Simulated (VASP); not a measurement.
Runs of VASP 6.6.1 on LiTl2B6. The structure is that of space group Fm-3m (No. 225), or close to it. The cells are those of the table. 

```csv
task,cell,k mesh,cutoff (eV),k mesh for the DOS,occupations for the DOS,gap on the mesh (eV),largest force (eV/Å)
single point,"a = 5.987 Å, angles 60.0°, 9 atoms",8 × 8 × 8,520,-,-,none,(a)
single point,"a = 6.000 Å, angles 60.0°, 9 atoms",4 × 4 × 4,520,-,-,none,0.03
single point,"a = 5.552 Å, angles 60.0°, 9 atoms",4 × 4 × 4,520,-,-,none,2.34
relaxation of cell and atoms,"relaxed from a = 6.000 Å, angles 60.0°, 9 atoms",8 × 8 × 8,600,-,-,none,0.01
```

Alike in all rows: level PBE; potentials or basis VASP PAW PBE potentials, release 64 (Li_sv, Tl_d, B); no spin polarisation; smearing gaussian 0.1 eV.

**Question.** Estimate the missing entries.

**Answer.** (a) 0.02.

Caveats: spin-orbit coupling is left out, which moves the levels of the heavy elements; forces of over 1 eV/Å act on the atoms, so gaps and moduli don't describe the material at rest (some runs).

A k mesh can miss the band edges, and the runs leave out spin-orbit coupling on Tl.

A gap of «none» marks levels without a gap at the run's occupations.
